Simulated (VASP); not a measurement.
# CoH (Fm-3m) in VASP: further runs

CoH is run at these levels: LDA; tasks: single point.

Everything below comes from runs of VASP 6.6.1. Logs are shortened: lines on timing, memory, paths and dates and some standing lists are left out, and cuts for length are marked.

### Step 1. The cell of the first run

The structure is cubic, space group Fm-3m (No. 225). Conventional cell: a = 3.686 Å, b = 3.686 Å, c = 3.686 Å, α = 90.00°, β = 90.00°, γ = 90.00°. Within 2.4 Å of Co (site symmetry m-3m) lie 6 H at 1.84 Å. H (site symmetry m-3m) has 6 Co at 1.84 Å within 2.4 Å.

### Step 2. Single point, LDA, collinear spin, ferromagnetic start

INCAR

```
SYSTEM = CoH
PREC = Accurate ; ENCUT = 520
EDIFF = 1E-6 ; ISMEAR = -1
SIGMA = 0.15 ; LREAL = .False.
LASPH = .True. ; NELM = 150
ALGO = Normal ; ISIF = 2
LWAVE = .False. ; LCHARG = .False.
ISPIN = 2 ; MAGMOM = 2.5 0
LORBIT = 11 ; LMAXMIX = 4
NBANDS = 16
```

KPOINTS

```
Automatic mesh
0
Gamma
  16 16 16
  0 0 0
```

POSCAR

```
CoH
1.0
    0.0000000000      1.8429600000      1.8429600000
    1.8429600000      0.0000000000      1.8429600000
    1.8429600000      1.8429600000      0.0000000000
Co H
1 1
Direct
    0.0000000000      0.0000000000      0.0000000000
    0.5000000000      0.5000000000      0.5000000000
```

Potentials or basis: VASP PAW LDA potentials, release 64 (Co, H).

Command:

```
> cat potpaw_LDA.64/Co/POTCAR potpaw_LDA.64/H/POTCAR > POTCAR
> mpirun -np 1 vasp_std > vasp.out
```

OUTCAR:

```text
SYSTEM = CoH
   PREC = Accurate
   ENCUT = 520
   EDIFF = 1E-6
   ISMEAR = -1
   LREAL = .False.
   LASPH = .True.
   NELM = 150
   ISIF = 2
   ISPIN = 2
   LORBIT = 11

 ion  position               nearest neighbor table
   1  0.000  0.000  0.000-   2 1.84   2 1.84   2 1.84   2 1.84   2 1.84   2 1.84
   2  0.500  0.500  0.500-   1 1.84   1 1.84   1 1.84   1 1.84   1 1.84   1 1.84

  LATTYP: Found a face centered cubic cell.
 ALAT       =     3.6859200000

  Lattice vectors:

 A1 = (   0.0000000000,   1.8429600000,   1.8429600000)
 A2 = (   1.8429600000,   0.0000000000,   1.8429600000)
 A3 = (   1.8429600000,   1.8429600000,   0.0000000000)

Analysis of symmetry for initial positions (statically):
=====================================================================
 Subroutine PRICEL returns:
 Original cell was already a primitive cell.

 Routine SETGRP: Setting up the symmetry group for a
 face centered cubic supercell.

 Subroutine GETGRP returns: Found 48 space group operations
 (whereof 48 operations were pure point group operations)
 out of a pool of 48 trial point group operations.

The static configuration has the point symmetry O_h .

Analysis of symmetry for dynamics (positions and initial velocities):
=====================================================================
 Subroutine PRICEL returns:
 Original cell was already a primitive cell.

 Routine SETGRP: Setting up the symmetry group for a
 face centered cubic supercell.

 Subroutine GETGRP returns: Found 48 space group operations
 (whereof 48 operations were pure point group operations)
 out of a pool of 48 trial point group operations.

The dynamic configuration has the point symmetry O_h .

Analysis of structural, dynamic, and magnetic symmetry:
=====================================================================
 Subroutine PRICEL returns:
 Original cell was already a primitive cell.

 Routine SETGRP: Setting up the symmetry group for a
 face centered cubic supercell.

 Subroutine GETGRP returns: Found 48 space group operations
 (whereof 48 operations were pure point group operations)
 out of a pool of 48 trial point group operations.

The overall configuration has the point symmetry O_h .

 Subroutine INISYM returns: Found 48 space group operations
 (whereof 48 operations are pure point group operations),
 and found     1 'primitive' translations

----------------------------------------------------------------------------------------

                                     Primitive cell
[... 116 lines left out ...]
   GGA     = CA    functional components
   LHFCALC =     F    Hartree Fock is set to
   AEXX    =    0.0000 exact exchange contribution
   IVDW    =     0    specifies the selected vdW correction
   LEPSILON=     F    determine dielectric tensor
   LRPA    =     F    only Hartree local field effects (RPA)
 spin polarized calculation
  energy-cutoff  :      520.00
  volume of cell :       12.52
 maximum number of plane-waves:       346
   NGX =  9   NGY =  9   NGZ =  9

 number of electron      10.0000000 magnetization       2.5000000

 number of electron       9.9999994 magnetization       1.0051015

 Free energy of the ion-electron system (eV)
  ---------------------------------------------------
  ext. energy  EPLUGINS =         0.00000000
  ---------------------------------------------------
  free energy    TOTEN  =       -11.85148114 eV

  energy without entropy =      -11.73629625  energy(sigma->0) =      -11.79388870

 E-fermi :   9.9430     XC(G=0): -13.7017

 val. band max:        9.9423596160   @ k =   0.3125   0.2500   0.0625
 cond. band min:       9.9477901008   @ k =   0.3125   0.1250   0.0000
 fundamental gap:      0.0054304848
 Fermi energy:         9.9429862174

 spin component 1

 k-point     1 :       0.0000    0.0000    0.0000
  band No.  band energies     occupation
      1      -2.4278      1.00000
      2       7.5173      1.00000
      3       7.5173      1.00000
      4       7.5173      1.00000
      5       8.5383      0.99991
      6       8.5383      0.99991
[... 435 lines left out ...]
      5       8.4304      0.99996
      6       8.5478      0.99991
[... 8 lines left out ...]
     15      41.0869      0.00000
     16      43.1014      0.00000

 [... further k-points ...]

 spin component 2

 k-point     1 :       0.0000    0.0000    0.0000
  band No.  band energies     occupation
      1      -2.3665      1.00000
      2       8.4687      0.99995
      3       8.4687      0.99995
      4       8.4687      0.99995
      5       9.4487      0.96426
      6       9.4487      0.96426
[... 435 lines left out ...]
      5       9.3300      0.98348
      6       9.4591      0.96180
[... 8 lines left out ...]
     15      41.3976      0.00000
     16      43.4513      0.00000

 [... further k-points ...]

------------------------ aborting loop because EDIFF is reached ----------------------------------------

  FORCE on cell =-STRESS in cart. coord.  units (eV):
  Direction    XX          YY          ZZ          XY          YZ          ZX
  --------------------------------------------------------------------------------------
  -------------------------------------------------------------------------------------
  Total       -1.0617349     -1.0617349     -1.0617349      0.0000000      0.0000000      0.0000000
  in kB     -135.8779357   -135.8779357   -135.8779357      0.0000000      0.0000000      0.0000000
  external PRESSURE =    -135.8779357 kB  Pullay stress =       0.0000000 kB

 VOLUME and BASIS-vectors are now :
 -----------------------------------------------------------------------------
  energy-cutoff  :      520.00
  volume of cell :       12.52
      direct lattice vectors                 reciprocal lattice vectors
     0.000000000  1.842960000  1.842960000    -0.271302687  0.271302687  0.271302687
     1.842960000  0.000000000  1.842960000     0.271302687 -0.271302687  0.271302687
     1.842960000  1.842960000  0.000000000     0.271302687  0.271302687 -0.271302687

 POSITION                                       TOTAL-FORCE (eV/Angst)
 -----------------------------------------------------------------------------------
      0.00000      0.00000      0.00000        -0.000000      0.000000     -0.000000
      1.84296      1.84296      1.84296         0.000000     -0.000000      0.000000
 -----------------------------------------------------------------------------------
    total drift:                               -0.000000     -0.000000     -0.000000

  FREE ENERGIE OF THE ION-ELECTRON SYSTEM (eV)
  ---------------------------------------------------
  free  energy   TOTEN  =       -11.8514811415 eV

  energy  without entropy=      -11.7362962550  energy(sigma->0) =      -11.79388870

 total charge

# of ion       s       p       d       tot
------------------------------------------
    1        0.403   0.539   7.459   8.401
    2        0.494   0.041   0.000   0.535
--------------------------------------------------
tot          0.897   0.580   7.459   8.935

 magnetization (x)

# of ion       s       p       d       tot
------------------------------------------
    1       -0.006  -0.013   1.041   1.023
    2       -0.007  -0.002   0.000  -0.009
--------------------------------------------------
tot         -0.012  -0.015   1.041   1.014
```

OSZICAR:

```text
N       E                     dE             d eps       ncg     rms          rms(c)
DAV:   1     0.279112221868E+02    0.27911E+02   -0.40440E+03  9736   0.737E+02
DAV:   2    -0.116153794644E+02   -0.39527E+02   -0.36071E+02 10808   0.149E+02
DAV:   3    -0.129754969706E+02   -0.13601E+01   -0.13537E+01 11656   0.282E+01
DAV:   4    -0.129848462580E+02   -0.93493E-02   -0.93474E-02 11632   0.216E+00
DAV:   5    -0.129850053317E+02   -0.15907E-03   -0.15907E-03 11928   0.259E-01    0.130E+01
DAV:   6    -0.122092982123E+02    0.77571E+00   -0.13812E+01 13152   0.406E+01    0.576E+00
DAV:   7    -0.118747229783E+02    0.33458E+00   -0.23061E+00 11936   0.159E+01    0.278E+00
DAV:   8    -0.118560078835E+02    0.18715E-01   -0.32229E-02 12312   0.113E+00    0.139E+00
DAV:   9    -0.118521886990E+02    0.38192E-02   -0.39728E-03 14064   0.311E-01    0.350E-01
DAV:  10    -0.118515203949E+02    0.66830E-03   -0.64606E-04 15488   0.132E-01    0.896E-02
DAV:  11    -0.118514773431E+02    0.43052E-04   -0.64367E-05 15304   0.431E-02    0.264E-02
DAV:  12    -0.118514809537E+02   -0.36106E-05   -0.56133E-06 11360   0.242E-02    0.861E-03
DAV:  13    -0.118514811415E+02   -0.18783E-06   -0.16571E-07  7232   0.407E-03
   1 F= -.11851481E+02 E0= -.11793889E+02  d E =-.115185E+00  mag=     1.0050
```

stdout:

```text
POSCAR found type information on POSCAR CoH
 POSCAR found :  2 types and       2 ions
 scaLAPACK will be used
 LDA part: xc-table for (Slater(with rela. corr.)+CA(PZ))
 , standard interpolation
 POSCAR, INCAR and KPOINTS ok, starting setup
 FFT: planning ... GRIDC
 FFT: planning ... GRID_SOFT
 FFT: planning ... GRID
 WAVECAR not read
 entering main loop
```

Run time: 2.3 min. Hardware: 1 thread of AMD EPYC, shared host; peak memory 0.12 GiB.

Results:

* Free energy: -11.8515 eV
* Pressure: -13.6 GPa
* Net moment: 1.01 μB per cell
* Site moments: Co +1.02; H -0.01 μB
* Valence electrons inside the program's atomic spheres: Co 8.40; H 0.54

Caveat: the cell stands under tension.

### Step 3. Single point, LDA, collinear spin, ferromagnetic start

INCAR

```
  PREC = Accurate
  ENCUT = 520
  EDIFF = 1E-6
  ISMEAR = -1
  SIGMA = 0.15
  LREAL = F
  LASPH = T
  NELM = 150
  ALGO = Normal
  ISIF = 2
  LWAVE = F
  LCHARG = F
  ISPIN = 2
  MAGMOM = 2.5 0
  LORBIT = 11
  LMAXMIX = 4
  NBANDS = 16
```

KPOINTS

```
regular mesh
0
Gamma
  16 16 16
```

POSCAR is that of step 2.

Potentials or basis: VASP PAW LDA potentials, release 64 (Co, H).

Command:

```
> cat potpaw_LDA.64/Co/POTCAR potpaw_LDA.64/H/POTCAR > POTCAR
> mpirun -np 1 vasp_std > vasp.out
```

It took 2 min on 1 thread of AMD EPYC, shared host; peak memory 0.12 GiB.

It converged, with:

```
Free energy                                           : -11.8515 eV
Pressure                                              : -13.6 GPa
Net moment                                            : 1.01 μB per cell
Site moments                                          : Co +1.02; H -0.01 μB
Valence electrons inside the program's atomic spheres : Co 8.40; H 0.54
```

Levels at points of the mesh, in eV from the Fermi level:
Spin up:
```csv
k point,band 4,band 5,band 6,band 7,band 8,band 9
"(0.00, 0.00, 0.00)",-2.43,-1.40,-1.40,15.14,20.69,21.18
"(0.50, 0.00, 0.00)",-2.64,-0.65,-0.65,4.13,12.73,20.93
"(0.50, 0.50, 0.00)",-0.44,-0.44,0.49,4.09,11.05,11.05
```
Spin down:
```
           k point  band 1  band 2  band 3  band 4  band 5  band 6  band 7  band 8
(0.00, 0.00, 0.00)  -12.31   -1.47   -1.47   -1.47   -0.49   -0.49   15.16   20.70
(0.50, 0.00, 0.00)   -6.31   -4.76   -1.79   -1.79    0.38    0.38    4.82   12.76
(0.50, 0.50, 0.00)   -7.78   -3.42    0.26    0.59    0.66    0.66    4.79   11.18
```

Caveat: the cell stands under tension.
